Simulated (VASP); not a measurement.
Write the native input for VASP 6.6.1 that does the following.

```yaml
Task: single point
Functional: LDA
Potentials_or_basis: VASP PAW LDA potentials, release 64 (Mg, O)
Cutoff: 600 eV
k_mesh: 10 × 10 × 10
Occupations: gaussian, width 0.02 eV
Spin: no spin polarisation
Dipole_correction: no
Further_INCAR_settings: ALGO = Normal; EDIFF = 1e-06; NBANDS = 11
```

The structure of MgO (eos) lies in POSCAR:

```
MgO
1.0
    0.0000000000      2.0593303401      2.0593303401
    2.0593303401      0.0000000000      2.0593303401
    2.0593303401      2.0593303401      0.0000000000
Mg O
1 1
Direct
    0.0000000000      0.0000000000      0.0000000000
    0.5000000000      0.5000000000      0.5000000000
```

This cell differs from its parent crystal: volume scaled by 0.97.

These files were run (other wordings do the same):

INCAR

```
  ALGO = Normal
  EDIFF = 1E-6
  ENCUT = 600
  GGA = CA
  GGA_COMPAT = F
  ISIF = 2
  ISMEAR = 0
  LASPH = T
  LCHARG = F
  LREAL = F
  LWAVE = F
  NBANDS = 11
  NELM = 120
  PREC = Accurate
  SIGMA = 0.02
```

KPOINTS

```
k-points
0
Gamma
  10 10 10
```

Potentials or basis: VASP PAW LDA potentials, release 64 (Mg, O).

Launch:

```sh
$ cat potpaw_LDA.64/Mg/POTCAR potpaw_LDA.64/O/POTCAR > POTCAR
$ mpirun -np 1 vasp_std > vasp.out
```

It gave:

| Property | Result |
| --- | --- |
| Pressure | 3.4 GPa |
| Band gap on the k mesh | 5.34 eV, direct |

Run time: 3.4 s on 1 thread of Intel(R) Xeon(R) 6975P-C (Granite Rapids), on a shared host, peak memory 0.12 GiB.
